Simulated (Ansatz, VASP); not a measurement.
## Two plane-wave programs on SrHgN

File INCAR:

```
SYSTEM = SrHgN
PREC = Accurate
ENCUT = 600
EDIFF = 1E-7
ISMEAR = 0
SIGMA = 0.1
LREAL = .False.
LASPH = .True.
NELM = 100
ALGO = Normal
ISIF = 3
LWAVE = .False.
LCHARG = .False.
GGA = PE
IBRION = 2
NSW = 100
EDIFFG = -0.01
```

File KPOINTS:

```
regular mesh
0
Gamma
  12 12 12
  0 0 0
```

The input POSCAR:

```
SrHgN
1.0
    4.2131904129      0.0000000000      0.0000000000
   -2.1065952065      3.6487299286      0.0000000000
    0.0000000000      0.0000000000      4.1830601533
Sr Hg N
1 1 1
Direct
    0.0000000000      0.0000000000      0.0000000000
    0.3333333333      0.6666666667      0.5000000000
    0.6666666667      0.3333333333      0.5000000000
```

Input for Ansatz:

```yaml
crystal:
  lattice:
    - [4.2131904129, 0.0, 0.0]
    - [-2.1065952065, 3.6487299286, 0.0]
    - [0.0, 0.0, 4.1830601533]
  atoms:
    - { symbol: Sr, position: [0.0, 0.0, 0.0] }
    - { symbol: Hg, position: [0.3333333333, 0.6666666667, 0.5] }
    - { symbol: "N", position: [0.6666666667, 0.3333333333, 0.5] }
basis:
  ecutwfc: 420
kpoints:
  mp_grid: { grid: [12, 12, 12] }
hamiltonian:
  xc: pbe
scf:
  occupations: { method: gaussian, width: 0.1 }
output:
  forces: true
  stress: true
  eigenvalues: true
  write_density: true
  write_potential: true
  elf: true
  volumetric_format: npy
relax:
  adjacent_minimum: "off"
  f_tol: 0.01
  max_steps: 80
  cell: { stress_tol: 0.05 }
```

Change from the starting cell: species swapped into the TbCuSi type (P-6m2, No. 187).

Alike in both runs: task relaxation of cell and atoms; functional PBE; k mesh 12 × 12 × 12; occupations gaussian, width 0.1 eV; no spin polarisation.

```csv
,VASP,Ansatz
version,VASP 6.6.1,Ansatz 0.2.0
potentials or method,"VASP PAW PBE potentials, release 64 (Sr_sv, Hg, N), cutoff 600 eV","scalar-relativistic, plane waves, PAW"
valence electrons in the cell,27,35
```

|  | VASP | Ansatz | Ansatz less VASP |
| --- | --- | --- | --- |
| gap on the k mesh at the Fermi level, each at its own relaxed structure (eV) | none | none | - |
| relaxed volume (Å³/atom) | 21.43 | 21.30 | -0.128 |
| relaxed length of the cell vector where the two differ most in proportion (Å) | 4.203 | 4.191 | -0.0127 |

A gap of «none» marks a metal or a gap that the smearing closes. VASP's potentials hold 27 valence electrons a cell and Ansatz's 35, so a difference there can come from the potentials and not from the codes.

Spin-orbit coupling is off throughout.
